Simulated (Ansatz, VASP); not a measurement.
## CdS: VASP beside Ansatz

```
CELL_PARAMETERS angstrom
0.00000 3.02640 2.67720
3.02640 0.00000 2.67720
3.02640 3.02640 0.00000
ATOMIC_POSITIONS crystal
Cd 0.00000 0.00000 0.00000
S 0.75000 0.75000 0.75000
```

Change from the starting cell: strain +0.040 along x and y, -0.080 along z, atoms carried along.

Alike in both runs: task single point; functional PBE; k mesh 8 × 8 × 8; occupations gaussian, width 0.05 eV; no spin polarisation.

|  | VASP | Ansatz |
| --- | --- | --- |
| version | VASP 6.6.1 | Ansatz 0.2.0 |
| potentials or method | VASP PAW PBE potentials, release 64 (Cd, S), cutoff 520 eV | scalar-relativistic, plane waves, PAW |
| valence electrons in the cell | 18 | 26 |

|  | VASP | Ansatz | Ansatz less VASP |
| --- | --- | --- | --- |
| gap on the k mesh at the Fermi level (eV) | 0.97 | 0.96 | -0.007 |
| least direct gap on the mesh (eV) | 0.97 | 0.96 | -0.007 |
| pressure (GPa) | 3.5 | 3.2 | -0.37 |
| traceless stress, the component that is largest in VASP (GPa) | 0.90 | 0.94 | +0.040 |

VASP's potentials hold 18 valence electrons a cell and Ansatz's 26, so a difference there can come from the potentials and not from the codes.
